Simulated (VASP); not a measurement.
Set up this calculation in VASP 6.6.1, as the native input.

```
Task                   : single point
Functional             : PBE
Potentials or basis    : VASP PAW PBE potentials, release 64 (Ti_sv, S)
Cutoff                 : 520 eV
k mesh                 : 5 × 5 × 1
Occupations            : gaussian, width 0.1 eV
Spin                   : no spin polarisation
Dipole correction      : yes
Further INCAR settings : ALGO = Normal; EDIFF = 1e-06; NBANDS = 87
```

The structure of Ti12S lies in POSCAR:

```
Ti12S
1.0
    5.8150893847      0.0000000000      0.0000000000
    0.0000000000      5.8150893847      0.0000000000
    0.0000000000      0.0000000000     19.3059825527
Ti S
12 1
Direct
    0.2500000000      0.2500000000      0.2071896620
    0.2500000000      0.7500000000      0.2071896620
    0.7500000000      0.2500000000      0.2071896620
    0.7500000000      0.7500000000      0.2071896620
    0.0000000000      0.0000000000      0.3057583567
    0.0000000000      0.5000000000      0.3057583567
    0.5000000000      0.0000000000      0.3057583567
    0.5000000000      0.5000000000      0.3057583567
    0.2500000000      0.2500000000      0.4043297217
    0.2500000000      0.7500000000      0.4043297217
    0.7500000000      0.2500000000      0.4043297217
    0.7500000000      0.7500000000      0.4043297217
    0.4166666667      0.5000000000      0.4867713007
```

The input as run:

INCAR

```
SYSTEM = Ti12S
PREC = Accurate ; ENCUT = 520
EDIFF = 1E-6 ; ISMEAR = 0
SIGMA = 0.1 ; LREAL = .False.
LASPH = .True. ; NELM = 80
ALGO = Normal ; ISIF = 2
LWAVE = .False. ; LCHARG = .False.
LDIPOL = .True. ; IDIPOL = 3
DIPOL = 0.5 0.5 0.320 ; GGA = PE
NBANDS = 87
```

KPOINTS

```
regular mesh
0
Gamma
  5 5 1
  0 0 0
```

Potentials or basis: VASP PAW PBE potentials, release 64 (Ti_sv, S).

Command:

```console
$ cat potpaw_PBE.64/Ti_sv/POTCAR potpaw_PBE.64/S/POTCAR > POTCAR
$ mpirun -np 1 vasp_std > vasp.out
```

It gave:

The largest force is 1.254 eV/Å. The band gap on the k mesh is zero (bands 75 and 76 overlap by 0.18 eV).

It took 15 min on 1 thread of AMD EPYC 9R45 96-Core Processor (Zen 5), with other jobs on the host, peak memory 0.81 GiB.
